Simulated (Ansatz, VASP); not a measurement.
## BaTiO3 in VASP and in Ansatz

```
Ba Ti O
1.0
     3.97078    0.00000    0.00000
     0.00000    2.82756    2.83628
     0.00000   -2.82756    2.83628
Ba Ti O
1 1 3
Cartesian
  0.0000 0.0000 0.0000
  1.9854 0.0000 2.8811
  0.0000 0.0000 2.7915
  1.9854 -1.3889 4.2437
  1.9854 1.3889 4.2437
```

Change from the starting cell: volume scaled by 0.99.

Alike in both runs: task single point; functional PBE; k mesh 8 × 8 × 8; occupations fermi-dirac, width 0.05 eV; no spin polarisation.

```csv
,VASP,Ansatz
version,VASP 6.6.1,Ansatz 0.2.0
potentials or method,"VASP PAW PBE potentials, release 64 (Ba_sv, Ti_sv, O), cutoff 520 eV","all-electron LAPW, scalar-relativistic"
```

```tsv
	VASP	Ansatz	Ansatz less VASP
gap on the k mesh at the Fermi level (eV)	1.81	1.87	+0.060
pressure (GPa)	5.5	3.7	-1.84
traceless stress, the component that is largest in VASP (GPa)	-0.74	-0.72	+0.017
rms of the force components (eV/Å)	0.078	0.083	+0.0044
```

Atom by atom the forces differ by 0.009 eV/Å (rms over components). Ansatz ran all-electron here, and VASP with PAW potentials.

Neither program's run includes spin-orbit coupling.
